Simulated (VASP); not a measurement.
Al, 2 atoms in the cell. The structure is hexagonal, space group P6_3/mmc (No. 194). The conventional cell has a = 2.577 Å, b = 2.577 Å, c = 5.797 Å, α = 90.00°, β = 90.00°, γ = 120.00°. Within 3.4 Å of Al (site symmetry -6m2) lie 12 Al at 2.58 to 3.26 Å. This isn't the form of Al at room conditions, which is fcc. This cell differs from its parent crystal: ratio of the length along z to the lengths across it x 1.3, volume and fractional coordinates fixed.

* Program: VASP 6.6.1
* Task: single point
* Functional: r2SCAN
* Potentials or basis: VASP PAW PBE potentials, release 64 (Al)
* Cutoff: 520 eV
* k mesh: 24 × 24 × 12
* Occupations: gaussian, width 0.15 eV
* Spin: no spin polarisation
* Dipole correction: no
* Further INCAR settings: ALGO = Normal; EDIFF = 1e-07; NBANDS = 10

Potentials or basis: VASP PAW PBE potentials, release 64 (Al).

Launch:

```console
$ cat potpaw_PBE.64/Al/POTCAR > POTCAR
$ cp INCAR.step1 INCAR
$ mpirun -np 1 vasp_std > vasp.out
$ cp INCAR.step2 INCAR
$ mpirun -np 1 vasp_std > vasp.out
```

Hardware: 1 thread of Intel(R) Xeon(R) Platinum 8259CL CPU @ 2.50GHz (Skylake/Cascade Lake) (shared host).

**Question.** Estimate the wall time of this run.

**Answer.** Run time: 7.6 min on 1 thread of Intel(R) Xeon(R) Platinum 8259CL CPU @ 2.50GHz (Skylake/Cascade Lake), with other jobs on the host, peak memory 0.24 GiB. Counts: k points 427.
